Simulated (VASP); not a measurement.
A run of VASP 6.6.1:

File INCAR:

```
  ALGO = Normal
  EDIFF = 1E-6
  ENCUT = 520
  GGA = CA
  ISIF = 2
  ISMEAR = 0
  LASPH = True
  LCHARG = True
  LELF = True
  LREAL = False
  LVHAR = True
  LWAVE = False
  NBANDS = 15
  NELM = 80
  PREC = Accurate
  SIGMA = 0.05
```

File KPOINTS:

```
k-points
0
Gamma
  6 6 4
```

POSCAR

```
MgI2
1.0
    3.9657052472      0.0000000000      0.0000000000
   -1.9828526236      3.4344014880      0.0000000000
    0.0000000000      0.0000000000      6.5052162191
Mg I
1 2
Direct
    0.0000000000      0.0000000000      0.0000000000
    0.3333333333      0.6666666667      0.7299223370
    0.6666666667      0.3333333333      0.2700776630
```

Potentials or basis: VASP PAW LDA potentials, release 64 (Mg, I).

Run with:

```bash
$ cat potpaw_LDA.64/Mg/POTCAR potpaw_LDA.64/I/POTCAR > POTCAR
$ mpirun -np 1 vasp_std > vasp.out
```

Hardware: 1 thread of Intel(R) Xeon(R) Platinum 8259CL CPU @ 2.50GHz (Skylake/Cascade Lake), on a shared host.

Task: Estimate the wall time of this run.

Result: Wall time 39 s on 1 thread of Intel(R) Xeon(R) Platinum 8259CL CPU @ 2.50GHz (Skylake/Cascade Lake), on a shared host, peak memory 0.18 GiB. Counts: scf iterations 11, k points 24.
